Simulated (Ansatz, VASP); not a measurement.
**Two plane-wave programs on Li2O**

```
Li O
1.0
     0.00000    2.32685    2.32685
     2.32685    0.00000    2.32685
     2.32685    2.32685    0.00000
Li O
2 1
Cartesian
  3.4903 3.4903 3.4903
  1.1634 1.1634 1.1634
  0.0000 0.0000 0.0000
```

Alike in both runs: task single point; functional PBE; dispersion D3(BJ); k mesh 6 × 6 × 6; occupations gaussian, width 0.1 eV; no spin polarisation.

|  | VASP | Ansatz |
| --- | --- | --- |
| version | VASP 6.6.1 | Ansatz 0.2.0 |
| potentials or method | VASP PAW PBE potentials, release 64 (Li_sv, O), cutoff 750 eV | scalar-relativistic, plane waves, PAW |
| valence electrons in the cell | 12 | 12 |

```csv
,VASP,Ansatz,Ansatz less VASP
gap on the k mesh at the Fermi level (eV),4.94,4.95,+0.012
least direct gap on the mesh (eV),5.11,5.11,-0.001
pressure (GPa),-6.8,-6.4,+0.35
```
